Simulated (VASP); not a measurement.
A run of VASP 6.6.1 is set up as follows.

File POSCAR:

```
Zn
1.0
    2.6700000000      0.0000000000      0.0000000000
   -1.3350000000      2.3122900000      0.0000000000
    0.0000000000      0.0000000000      4.9660000000
Zn
2
Direct
    0.3333333333      0.6666666667      0.2500000000
    0.6666666667      0.3333333333      0.7500000000
```

The input INCAR.step1:

```
  PREC = Accurate
  ENCUT = 600
  ISMEAR = 0
  SIGMA = 0.1
  LREAL = F
  LASPH = T
  NELM = 80
  GGA = PE
  ALGO = Normal
  EDIFF = 1E-4
  LWAVE = T
  LCHARG = F
```

The input INCAR.step2:

```
  PREC = Accurate
  ENCUT = 600
  EDIFF = 1E-7
  ISMEAR = 0
  SIGMA = 0.1
  LREAL = F
  LASPH = T
  NELM = 80
  ALGO = Normal
  ISIF = 3
  LWAVE = F
  LCHARG = F
  METAGGA = R2SCAN
  LMIXTAU = T
  IBRION = 2
  NSW = 80
  EDIFFG = -0.01
  ISTART = 1
```

The input KPOINTS:

```
Automatic mesh
0
Gamma
  11 11 5
```

Potentials or basis: VASP PAW PBE potentials, release 64 (Zn).

Run with:

```console
$ cat potpaw_PBE.64/Zn/POTCAR > POTCAR
$ cp INCAR.step1 INCAR
$ mpirun -np 1 vasp_std > vasp.out
$ cp INCAR.step2 INCAR
$ mpirun -np 1 vasp_std > vasp.out
```

(1) What does it give for the relaxed volume?

(2) Predict the relaxed cell.

(3) Estimate the space group after relaxing (to 0.05 Å).

(4) Estimate the band gap on the k mesh.

Answers

(1) 14.19 Å³/atom.

(2) a = 2.701 Å, b = 2.701 Å, c = 4.489 Å, α = 90.00°, β = 90.00°, γ = 120.00°.

(3) P6_3/mmc (No. 194).

(4) zero (band 12 reaches 5.00 eV, above the bottom of band 13 at 1.95 eV).

Caveat: the PAW data sets were made with another functional, which shifts forces and pressure a little.
